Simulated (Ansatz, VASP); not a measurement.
## Two plane-wave programs on Re

```xyz
4
Lattice="2.7771 0.0000 0.0000 -1.3886 2.4051 0.0000 0.0000 0.0000 8.9523" Properties=species:S:1:pos:R:3 pbc="T T T"
Re    0.0000    0.0000    8.9523
Re   -1.3886    2.4051    4.4761
Re    0.0000    1.6034    2.2381
Re    1.3886    0.8017    6.7142
```

Alike in both runs: functional PBE; k mesh 13 × 13 × 4; occupations fermi-dirac, width 0.1 eV; no spin polarisation.

Ansatz relaxed the structure, and its values are those at the end. VASP's run is a single point on that final structure, the one shown.

```csv
,VASP,Ansatz
version,VASP 6.6.1,Ansatz 0.2.0
potentials or method,"VASP PAW PBE potentials, release 64 (Re), cutoff 520 eV","plane waves (420 eV) with PAW, scalar-relativistic"
valence electrons in the cell,28,60
```

VASP gave:

```
pressure (GPa) : -0.5
```

What did Ansatz give for the same quantities?

Pressure (GPa): 0.0.

The functional is the same, so the differences come from potentials, cutoffs and numerics. VASP's potentials hold 28 valence electrons a cell and Ansatz's 60, so a difference there can come from the potentials and not from the codes.

Spin-orbit coupling is off throughout.
